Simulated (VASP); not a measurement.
Write the native input for VASP 6.6.1 that does the following.

- Task: single point
- Functional: PBE
- Potentials or basis: VASP PAW PBE potentials, release 64 (Zn)
- Cutoff: 520 eV
- k mesh: 11 × 11 × 11
- Occupations: fermi-dirac, width 0.1 eV
- Spin: no spin polarisation
- Dipole correction: no
- Further INCAR settings: ALGO = Normal; EDIFF = 1e-06; NBANDS = 19

The structure of Zn lies in POSCAR:

```
Zn
1.0
    0.0000000000      2.9881049566      2.9881049566
    2.9881049566      0.0000000000      2.9881049566
    2.9881049566      2.9881049566      0.0000000000
Zn
2
Direct
    0.1250000000      0.1250000000      0.1250000000
    0.8750000000      0.8750000000      0.8750000000
```

This cell differs from its parent crystal: volume scaled by 1.08.

The input as run:

INCAR

```
PREC = Accurate
ENCUT = 520
EDIFF = 1E-6
ISMEAR = -1
SIGMA = 0.1
LREAL = False
LASPH = True
NELM = 80
ALGO = Normal
ISIF = 2
LWAVE = False
LCHARG = False
GGA = PE
NBANDS = 19
```

KPOINTS

```
Automatic mesh
0
Gamma
  11 11 11
```

Potentials or basis: VASP PAW PBE potentials, release 64 (Zn).

Command:

```bash
$ cat potpaw_PBE.64/Zn/POTCAR > POTCAR
$ mpirun -np 1 vasp_std > vasp.out
```

Results of the run:

* Pressure: -1.5 GPa
* Band gap on the k mesh: zero (band 12 reaches 4.86 eV, above the bottom of band 13 at -0.51 eV)

Wall time 18 s on 1 thread of AMD EPYC 9R45 96-Core Processor (Zen 5), with other jobs on the host, peak memory 0.16 GiB.
